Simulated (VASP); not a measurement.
# ReSbN (P4/nmm) in VASP: notebook

ReSbN is run at these levels: LDA+U; tasks: single point.

Program: VASP 6.6.1. These are calculated values, not measurements. Logs are shortened: lines on timing, memory, paths and dates and some standing lists are left out, and cuts for length are marked.

### Step 1. The cell of the first run

Symmetry: P4/nmm, No. 129, tetragonal system. Conventional cell: a = 3.367 Å, b = 3.367 Å, c = 8.383 Å, α = 90.00°, β = 90.00°, γ = 90.00°. Within 2.6 Å of Re (site symmetry 4mm) lie 4 N at 2.00 Å. Sb (site symmetry 4mm) has 5 Re at 2.94 to 3.88 Å and 4 N at 3.27 Å and 8 Sb at 3.37 to 3.65 Å within 3.9 Å. N (site symmetry -4m2) has 4 Re at 2.00 Å and 4 N at 2.38 Å within 2.6 Å.

### Step 2. Single point, LDA+U

Input file INCAR:

```
SYSTEM = ReSbN
ALGO     = Normal         ! electronic algorithm
EDIFF    = 1E-6           ! SCF threshold, eV
ENCUT    = 700            ! plane-wave cutoff, eV
GGA_COMPAT= .FALSE.      
ISIF     = 2              ! what is computed and relaxed
ISMEAR   = -1             ! smearing method
LASPH    = .TRUE.         ! aspherical terms in the spheres
LCHARG   = .FALSE.        ! write CHGCAR
LDAU     = .TRUE.         ! DFT+U
LDAUJ    = 0 0 0        
LDAUL    = 2 -1 -1        ! shell
LDAUPRINT= 1            
LDAUTYPE = 2            
LDAUU    = 2 0 0          ! U, eV
LMAXMIX  = 4              ! l up to which the mixer works
LREAL    = .FALSE.        ! projectors in reciprocal space
LWAVE    = .FALSE.        ! write WAVECAR
NBANDS   = 44             ! bands
NELM     = 200            ! most SCF steps
PREC     = Accurate       ! precision mode
SIGMA    = 0.05           ! smearing width, eV
```

Input file KPOINTS:

```
k-points
0
G
  8 8 3
  0 0 0
```

Input file POSCAR:

```
ReSbN
1.0
    3.3669138265      0.0000000000      0.0000000000
    0.0000000000      3.3669138265      0.0000000000
    0.0000000000      0.0000000000      8.3829380147
Re Sb N
2 2 2
Direct
    0.0000000000      0.5000000000      0.8720283149
    0.5000000000      0.0000000000      0.1279716851
    0.0000000000      0.5000000000      0.3346139438
    0.5000000000      0.0000000000      0.6653860562
    0.0000000000      0.0000000000      0.0000000000
    0.5000000000      0.5000000000      0.0000000000
```

Potentials or basis: VASP PAW LDA potentials, release 64 (Re_sv_GW, Sb_d_GW, N).

Started as:

```console
> cat potpaw_LDA.64/Re_sv_GW/POTCAR potpaw_LDA.64/Sb_d_GW/POTCAR potpaw_LDA.64/N/POTCAR > POTCAR
> mpirun -np 1 vasp_std > vasp.out
```

OUTCAR:

```text
SYSTEM = ReSbN
   EDIFF = 1E-6
   ENCUT = 700
   ISIF = 2
   ISMEAR = -1
   LASPH = .TRUE.
   LREAL = .FALSE.
   NELM = 200
   PREC = Accurate

 ion  position               nearest neighbor table
   1  0.000  0.500  0.872-   5 2.00   6 2.00   5 2.00   6 2.00   4 2.94   4 2.94   4 2.94   4 2.94
                             2 3.20   2 3.20   2 3.20   2 3.20
   2  0.500  0.000  0.128-   5 2.00   6 2.00   6 2.00   5 2.00   3 2.94   3 2.94   3 2.94   3 2.94
                             1 3.20   1 3.20   1 3.20   1 3.20
   3  0.000  0.500  0.335-   2 2.94   2 2.94   2 2.94   2 2.94
   4  0.500  0.000  0.665-   1 2.94   1 2.94   1 2.94   1 2.94
   5  0.000  0.000  0.000-   1 2.00   2 2.00   1 2.00   2 2.00
   6  0.500  0.500  0.000-   1 2.00   2 2.00   2 2.00   1 2.00

  LATTYP: Found a simple tetragonal cell.
 ALAT       =     3.3669138265
 C/A-ratio  =     2.4897988029

  Lattice vectors:

 A1 = (   3.3669138265,   0.0000000000,   0.0000000000)
 A2 = (   0.0000000000,   3.3669138265,   0.0000000000)
 A3 = (   0.0000000000,   0.0000000000,   8.3829380147)

Analysis of symmetry for initial positions (statically):
=====================================================================
 Subroutine PRICEL returns:
 Original cell was already a primitive cell.

 Routine SETGRP: Setting up the symmetry group for a
 simple tetragonal supercell.

 Subroutine GETGRP returns: Found 16 space group operations
 (whereof  8 operations were pure point group operations)
 out of a pool of 16 trial point group operations.

The static configuration has the point symmetry D_2d.
 The point group associated with its full space group is D_4h.

Analysis of symmetry for dynamics (positions and initial velocities):
=====================================================================
 Subroutine PRICEL returns:
 Original cell was already a primitive cell.

 Routine SETGRP: Setting up the symmetry group for a
 simple tetragonal supercell.

 Subroutine GETGRP returns: Found 16 space group operations
 (whereof  8 operations were pure point group operations)
 out of a pool of 16 trial point group operations.

The dynamic configuration has the point symmetry D_2d.
 The point group associated with its full space group is D_4h.

 Subroutine INISYM returns: Found 16 space group operations
 (whereof  8 operations are pure point group operations),
 and found     1 'primitive' translations

----------------------------------------------------------------------------------------

                                     Primitive cell

  volume of cell :      95.0299

  direct lattice vectors                    reciprocal lattice vectors
     3.366913826  0.000000000  0.000000000     0.297007898  0.000000000  0.000000000
     0.000000000  3.366913826  0.000000000     0.000000000  0.297007898  0.000000000
     0.000000000  0.000000000  8.382938015     0.000000000  0.000000000  0.119289919

  length of vectors
     3.366913826  3.366913826  8.382938015     0.297007898  0.297007898  0.119289919

  position of ions in fractional coordinates (direct lattice)
     0.000000000  0.500000000  0.872028315
     0.500000000  0.000000000  0.127971685
     0.000000000  0.500000000  0.334613944
     0.500000000  0.000000000  0.665386056
     0.000000000  0.000000000  0.000000000
     0.500000000  0.500000000  0.000000000

  ion indices of the primitive-cell ions
   primitive index   ion index
                 1           1
[... 112 lines left out ...]
 non-spin polarized calculation
  energy-cutoff  :      700.00
  volume of cell :       95.03
 maximum number of plane-waves:      4026
 NGX is ok and might be reduce to    30
   NGX = 15   NGY = 15   NGZ = 37

atom =   1  type =  1  l = 2

 onsite density matrix

spin component  1

  0.5184 -0.0000  0.0000 -0.0000 -0.0000
 -0.0000  0.3839 -0.0000  0.0000 -0.0000
  0.0000 -0.0000  0.5222  0.0000  0.0000
 -0.0000  0.0000  0.0000  0.3839 -0.0000
 -0.0000 -0.0000  0.0000 -0.0000  0.3240

spin component  2

  0.5184 -0.0000  0.0000 -0.0000 -0.0000
 -0.0000  0.3839 -0.0000  0.0000 -0.0000
  0.0000 -0.0000  0.5222  0.0000  0.0000
 -0.0000  0.0000  0.0000  0.3839 -0.0000
 -0.0000 -0.0000  0.0000 -0.0000  0.3240

 occupancies and eigenvectors

  o =  0.3240  v =  0.0000 -0.0000  0.0000 -0.0000 -1.0000  0.0000  0.0000  0.0000  0.0000  0.0000      0.0000  0.0000  0.0000  0.0000  0.0000  0.0000  0.0000  0.0000  0.0000  0.0000
  o =  0.3240  v =  0.0000  0.0000  0.0000  0.0000  0.0000  0.0000 -0.0000  0.0000 -0.0000 -1.0000      0.0000  0.0000  0.0000  0.0000  0.0000  0.0000  0.0000  0.0000  0.0000  0.0000
  o =  0.3839  v =  0.0000  0.9900  0.0000  0.1411 -0.0000  0.0000  0.0000  0.0000  0.0000  0.0000      0.0000  0.0000  0.0000  0.0000  0.0000  0.0000  0.0000  0.0000  0.0000  0.0000
  o =  0.3839  v =  0.0000  0.0000  0.0000  0.0000  0.0000  0.0000  0.9900  0.0000  0.1411 -0.0000      0.0000  0.0000  0.0000  0.0000  0.0000  0.0000  0.0000  0.0000  0.0000  0.0000
  o =  0.3839  v =  0.0000 -0.1411  0.0000  0.9900 -0.0000  0.0000  0.0000  0.0000  0.0000  0.0000      0.0000  0.0000  0.0000  0.0000  0.0000  0.0000  0.0000  0.0000  0.0000  0.0000
  o =  0.3839  v =  0.0000  0.0000  0.0000  0.0000  0.0000  0.0000 -0.1411  0.0000  0.9900 -0.0000      0.0000  0.0000  0.0000  0.0000  0.0000  0.0000  0.0000  0.0000  0.0000  0.0000
  o =  0.5184  v =  1.0000  0.0000  0.0000  0.0000  0.0000  0.0000  0.0000  0.0000  0.0000  0.0000      0.0000  0.0000  0.0000  0.0000  0.0000  0.0000  0.0000  0.0000  0.0000  0.0000
  o =  0.5184  v =  0.0000  0.0000  0.0000  0.0000  0.0000  1.0000  0.0000  0.0000  0.0000  0.0000      0.0000  0.0000  0.0000  0.0000  0.0000  0.0000  0.0000  0.0000  0.0000  0.0000
  o =  0.5222  v =  0.0000  0.0000  0.0000  0.0000  0.0000  0.0000  0.0000  1.0000 -0.0000  0.0000      0.0000  0.0000  0.0000  0.0000  0.0000  0.0000  0.0000  0.0000  0.0000  0.0000
  o =  0.5222  v =  0.0000  0.0000  1.0000 -0.0000  0.0000  0.0000  0.0000  0.0000  0.0000  0.0000      0.0000  0.0000  0.0000  0.0000  0.0000  0.0000  0.0000  0.0000  0.0000  0.0000

atom =   2  type =  1  l = 2

 onsite density matrix

spin component  1

  0.5184 -0.0000 -0.0000  0.0000  0.0000
 -0.0000  0.3839 -0.0000 -0.0000 -0.0000
 -0.0000 -0.0000  0.5222  0.0000 -0.0000
  0.0000 -0.0000  0.0000  0.3839 -0.0000
  0.0000 -0.0000 -0.0000 -0.0000  0.3240

spin component  2

  0.5184 -0.0000 -0.0000  0.0000  0.0000
 -0.0000  0.3839 -0.0000 -0.0000 -0.0000
 -0.0000 -0.0000  0.5222  0.0000 -0.0000
  0.0000 -0.0000  0.0000  0.3839 -0.0000
  0.0000 -0.0000 -0.0000 -0.0000  0.3240

 occupancies and eigenvectors

  o =  0.3240  v =  0.0000 -0.0000  0.0000  0.0000  1.0000  0.0000  0.0000  0.0000  0.0000  0.0000      0.0000  0.0000  0.0000  0.0000  0.0000  0.0000  0.0000  0.0000  0.0000  0.0000
  o =  0.3240  v =  0.0000  0.0000  0.0000  0.0000  0.0000  0.0000 -0.0000  0.0000  0.0000  1.0000      0.0000  0.0000  0.0000  0.0000  0.0000  0.0000  0.0000  0.0000  0.0000  0.0000
  o =  0.3839  v =  0.0000  0.3436  0.0000  0.9391 -0.0000  0.0000  0.0000  0.0000  0.0000  0.0000      0.0000  0.0000  0.0000  0.0000  0.0000  0.0000  0.0000  0.0000  0.0000  0.0000
  o =  0.3839  v =  0.0000 -0.9391 -0.0000  0.3436 -0.0000  0.0000  0.0000  0.0000  0.0000  0.0000      0.0000  0.0000  0.0000  0.0000  0.0000  0.0000  0.0000  0.0000  0.0000  0.0000
  o =  0.3839  v =  0.0000  0.0000  0.0000  0.0000  0.0000  0.0000  0.3436  0.0000  0.9391 -0.0000      0.0000  0.0000  0.0000  0.0000  0.0000  0.0000  0.0000  0.0000  0.0000  0.0000
  o =  0.3839  v =  0.0000  0.0000  0.0000  0.0000  0.0000  0.0000 -0.9391 -0.0000  0.3436 -0.0000      0.0000  0.0000  0.0000  0.0000  0.0000  0.0000  0.0000  0.0000  0.0000  0.0000
  o =  0.5184  v =  1.0000  0.0000  0.0000  0.0000  0.0000  0.0000  0.0000  0.0000  0.0000  0.0000      0.0000  0.0000  0.0000  0.0000  0.0000  0.0000  0.0000  0.0000  0.0000  0.0000
  o =  0.5184  v =  0.0000  0.0000  0.0000  0.0000  0.0000  1.0000  0.0000  0.0000  0.0000  0.0000      0.0000  0.0000  0.0000  0.0000  0.0000  0.0000  0.0000  0.0000  0.0000  0.0000
  o =  0.5222  v =  0.0000  0.0000  0.0000  0.0000  0.0000  0.0000 -0.0000  1.0000  0.0000 -0.0000      0.0000  0.0000  0.0000  0.0000  0.0000  0.0000  0.0000  0.0000  0.0000  0.0000
  o =  0.5222  v =  0.0000 -0.0000  1.0000  0.0000 -0.0000  0.0000  0.0000  0.0000  0.0000  0.0000      0.0000  0.0000  0.0000  0.0000  0.0000  0.0000  0.0000  0.0000  0.0000  0.0000

 number of electron      70.0000006 magnetization

 Free energy of the ion-electron system (eV)
  ---------------------------------------------------
  ext. energy  EPLUGINS =         0.00000000
  ---------------------------------------------------
  free energy    TOTEN  =       -52.46320644 eV

  energy without entropy =      -52.45121465  energy(sigma->0) =      -52.45721054

 E-fermi :   8.5342     XC(G=0): -12.2626

 val. band max:        8.4918972843   @ k =   0.2500   0.0000   0.0000
 cond. band min:       8.5885979665   @ k =   0.5000   0.1250   0.0000
 fundamental gap:      0.0967006822
 Fermi energy:         8.5341853738

 k-point     1 :       0.0000    0.0000    0.0000
  band No.  band energies     occupation
      1     -71.6778      2.00000
      2     -71.6656      2.00000
      3     -33.8869      2.00000
      4     -33.8869      2.00000
      5     -33.8203      2.00000
      6     -33.8026      2.00000
[... 1117 lines left out ...]
     43      12.8547      0.00000
     44      12.8600      0.00000

 [... further k-points ...]

------------------------ aborting loop because EDIFF is reached ----------------------------------------

  FORCE on cell =-STRESS in cart. coord.  units (eV):
  Direction    XX          YY          ZZ          XY          YZ          ZX
  --------------------------------------------------------------------------------------
  -------------------------------------------------------------------------------------
  Total        1.0461001      1.0461001      0.9164100      0.0000000      0.0000000     -0.0000000
  in kB       17.6369532     17.6369532     15.4504147      0.0000000      0.0000000     -0.0000000
  external PRESSURE =      16.9081070 kB  Pullay stress =       0.0000000 kB

 VOLUME and BASIS-vectors are now :
 -----------------------------------------------------------------------------
  energy-cutoff  :      700.00
  volume of cell :       95.03
      direct lattice vectors                 reciprocal lattice vectors
     3.366913826  0.000000000  0.000000000     0.297007898  0.000000000  0.000000000
     0.000000000  3.366913826  0.000000000     0.000000000  0.297007898  0.000000000
     0.000000000  0.000000000  8.382938015     0.000000000  0.000000000  0.119289919

 POSITION                                       TOTAL-FORCE (eV/Angst)
 -----------------------------------------------------------------------------------
      0.00000      1.68346      7.31016         0.000000     -0.000000     -0.215689
      1.68346      0.00000      1.07278        -0.000000      0.000000      0.215689
      0.00000      1.68346      2.80505         0.000000      0.000000      0.076759
      1.68346      0.00000      5.57789        -0.000000     -0.000000     -0.076759
      0.00000      0.00000      0.00000         0.000000     -0.000000      0.000000
      1.68346      1.68346      0.00000         0.000000      0.000000      0.000000
 -----------------------------------------------------------------------------------
    total drift:                                0.000000      0.000000      0.000000

  FREE ENERGIE OF THE ION-ELECTRON SYSTEM (eV)
  ---------------------------------------------------
  free  energy   TOTEN  =       -52.4632064374 eV

  energy  without entropy=      -52.4512146507  energy(sigma->0) =      -52.45721054
```

It took 5.5 min on 1 thread of Intel Xeon Platinum 8259CL at 2.50GHz (Skylake/Cascade Lake), shared host; peak memory 0.34 GiB.

Results:

| Item | Value |
| --- | --- |
| Free energy | -52.4632 eV |
| Pressure | 1.7 GPa |
| Largest force | 0.216 eV/Å |
| Band gap on the k mesh | zero (bands 35 and 36 overlap by 1.90 eV) |

Forces in eV/Å, atoms in the order of the input:
```
Re   0.000  0.000 -0.216
Re   0.000  0.000  0.216
Sb   0.000  0.000  0.077
Sb   0.000  0.000 -0.077
N    0.000  0.000  0.000
N    0.000  0.000  0.000
```

Eigenvalues of the final occupation matrices:
| site | spin | trace | eigenvalues |
| --- | --- | --- | --- |
| site 1 d | 1 | 2.13 | 0.32 0.38 0.38 0.52 0.52 |
| site 1 d | 2 | 2.13 | 0.32 0.38 0.38 0.52 0.52 |
| site 2 d | 1 | 2.13 | 0.32 0.38 0.38 0.52 0.52 |
| site 2 d | 2 | 2.13 | 0.32 0.38 0.38 0.52 0.52 |

Caveat: spin-orbit coupling is left out, which moves the levels of the heavy elements; U without spin polarisation on a metal has little footing.

### Step 3. Single point, LDA+U

Input file INCAR:

```
SYSTEM = ReSbN
PREC     = Accurate       ! precision mode
ENCUT    = 700            ! plane-wave cutoff, eV
EDIFF    = 1E-6           ! SCF threshold, eV
ISMEAR   = -1             ! smearing method
SIGMA    = 0.05           ! smearing width, eV
LREAL    = .False.        ! projectors in reciprocal space
LASPH    = .True.         ! aspherical terms in the spheres
NELM     = 200            ! most SCF steps
ALGO     = Normal         ! electronic algorithm
ISIF     = 2              ! what is computed and relaxed
LWAVE    = .False.        ! write WAVECAR
LCHARG   = .False.        ! write CHGCAR
LMAXMIX  = 4              ! l up to which the mixer works
LDAU     = .True.         ! DFT+U
LDAUTYPE = 2            
LDAUL    = 2 -1 -1        ! shell
LDAUU    = 1 0 0          ! U, eV
LDAUJ    = 0 0 0        
LDAUPRINT= 1            
GGA      = CA             ! functional
NBANDS   = 44             ! bands
GGA_COMPAT= .False.
```

Input file KPOINTS:

```
Automatic mesh
0
Gamma
  8 8 3
  0 0 0
```

Input file POSCAR:

```
ReSbN
1.0
    3.3665325269      0.0000000000      0.0000000000
    0.0000000000      3.3665325269      0.0000000000
    0.0000000000      0.0000000000      8.3998519742
Re Sb N
2 2 2
Direct
    0.0000000000      0.5000000000      0.8723076848
    0.5000000000      0.0000000000      0.1276923152
    0.0000000000      0.5000000000      0.3343148581
    0.5000000000      0.0000000000      0.6656851419
    0.0000000000      0.0000000000      0.0000000000
    0.5000000000      0.5000000000      0.0000000000
```

Potentials or basis: VASP PAW LDA potentials, release 64 (Re_sv_GW, Sb_d_GW, N).

Started as:

```console
> cat potpaw_LDA.64/Re_sv_GW/POTCAR potpaw_LDA.64/Sb_d_GW/POTCAR potpaw_LDA.64/N/POTCAR > POTCAR
> mpirun -np 1 vasp_std > vasp.out
```

It took 4.7 min on 1 thread of Intel Xeon Platinum 8259CL at 2.50GHz (Skylake/Cascade Lake), shared host; peak memory 0.34 GiB.

The run converged. Its results:

```yaml
Free_energy: -54.8501 eV
Pressure: 1.1 GPa
Largest_force: 0.166 eV/Å
Band_gap_on_the_k_mesh: zero (bands 35 and 36 overlap by 1.88 eV)
```

Forces on the atoms (eV/Å):
```
Re   0.000  0.000 -0.166
Re   0.000  0.000  0.166
Sb   0.000  0.000  0.049
Sb   0.000  0.000 -0.049
N    0.000  0.000  0.000
N    0.000  0.000  0.000
```

Stress tensor (GPa, compression positive):
```
1.19 0.00 0.00
0.00 1.19 0.00
0.00 0.00 0.97
```

Levels at points of the mesh, in eV from the Fermi level:
```tsv
k point	band 32	band 33	band 34	band 35	band 36	band 37	band 38	band 39
(0.00, 0.00, 0.00)	-0.08	0.30	0.39	0.39	1.20	1.70	1.72	1.72
(0.50, 0.00, 0.00)	-2.13	-1.17	-1.17	0.23	0.23	2.49	2.49	3.45
(0.50, 0.50, 0.00)	-3.50	-1.78	-1.78	-0.45	-0.45	1.19	1.19	2.56
```

Eigenvalues of the final occupation matrices:
```
    site  spin  trace               eigenvalues
site 1 d     1   2.14  0.33 0.39 0.39 0.51 0.52
site 1 d     2   2.14  0.33 0.39 0.39 0.51 0.52
site 2 d     1   2.14  0.33 0.39 0.39 0.51 0.52
site 2 d     2   2.14  0.33 0.39 0.39 0.51 0.52
```

Caveat: spin-orbit coupling is left out, which moves the levels of the heavy elements; U without spin polarisation on a metal has little footing.

The gap in the log of VASP goes by the Fermi energy; the results here count the filled bands.